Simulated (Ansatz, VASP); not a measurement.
One calculation of GdN, two programs

```
Gd N
1.0
     0.00000    2.50830    2.50830
     2.50830    0.00000    2.50830
     2.50830    2.50830    0.00000
Gd N
1 1
Direct
  0.00000 0.00000 0.00000
  0.50000 0.50000 0.50000
```

Change from the starting cell: volume scaled by 1.02.

Alike in both runs: task single point; functional PBE; k mesh 15 × 15 × 15; occupations fermi-dirac, width 0.05 eV; collinear spin.

|  | VASP | Ansatz |
| --- | --- | --- |
| version | VASP 6.6.1 | Ansatz 0.2.0 |
| potentials or method | VASP PAW PBE potentials, release 64 (Gd, N), cutoff 520 eV | all-electron LAPW, scalar-relativistic |

|  | VASP | Ansatz | Ansatz less VASP |
| --- | --- | --- | --- |
| pressure (GPa) | -2.7 | -2.7 | -0.04 |
| net moment per atom (μB) | 3.50 | 3.50 | 0.000 |
| size of the moment on the site where the two differ most (μB) | 6.80 | 6.99 | +0.183 |

Site moments also hang on the region over which each program counts them. Ansatz ran all-electron here, and VASP with PAW potentials.

Spin-orbit coupling is off throughout.
